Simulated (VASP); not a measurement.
Ti3O4:

```
Ti O
1.0
    -2.06591    2.06591    4.08913
     2.06591   -2.06591    4.08913
     2.06591    2.06591   -4.08913
Ti O
3 4
Cartesian
  0.0000 2.0659 2.0446
  0.0000 0.0000 4.0891
  2.0659 0.0000 2.0446
  0.0000 0.0000 6.1818
  0.0000 2.0659 0.0000
  0.0000 0.0000 1.9964
  2.0659 0.0000 0.0000
```

| Quantity | Value |
| --- | --- |
| Program | VASP 6.6.1 |
| Task | relaxation of cell and atoms |
| Functional | PBEsol |
| Potentials or basis | VASP PAW PBE potentials, release 64 (Ti_sv, O) |
| Cutoff | 600 eV |
| k mesh | 9 × 9 × 9 |
| Occupations | fermi-dirac, width 0.05 eV |
| Spin | no spin polarisation |

At the start: pressure -5.2 GPa; volume 9.97 Å³/atom.

**Question.** Where does the relaxation end?

**Answer.** Over 7 steps the energy falls by 3.9 meV/atom and the volume is 9.74 Å³/atom (-2.4 %); space group I4/mmm (No. 139, to 0.1 Å) before and after.

The path:
```csv
step,energy change (eV),largest force (eV/Å),pressure (GPa),volume (Å³)
1,0.0000,0.0106,-5.21,69.81
2,0.0108,0.3738,6.79,66.58
3,-0.0249,0.1704,-0.01,68.32
4,-0.0268,0.0793,-0.04,68.24
5,-0.0273,0.0006,-0.02,68.18
6,-0.0275,0.0049,0.06,68.14
7,-0.0275,0.0034,0.05,68.15
```

Final structure:
```yaml
crystal:
  lattice:
    - [-2.05097, 2.05097, 4.05060]
    - [2.05097, -2.05097, 4.05060]
    - [2.05097, 2.05097, -4.05060]
  atoms:
    - { symbol: Ti, position: [0.75000, 0.25000, 0.50000] }
    - { symbol: Ti, position: [0.50000, 0.50000, 0.00000] }
    - { symbol: Ti, position: [0.25000, 0.75000, 0.50000] }
    - { symbol: O, position: [0.75782, 0.75782, 0.00000] }
    - { symbol: O, position: [0.50000, 0.00000, 0.50000] }
    - { symbol: O, position: [0.24218, 0.24218, 0.00000] }
    - { symbol: O, position: [0.00000, 0.50000, 0.50000] }
```

Caveat: the PAW data sets were made with another functional, which shifts forces and pressure a little.
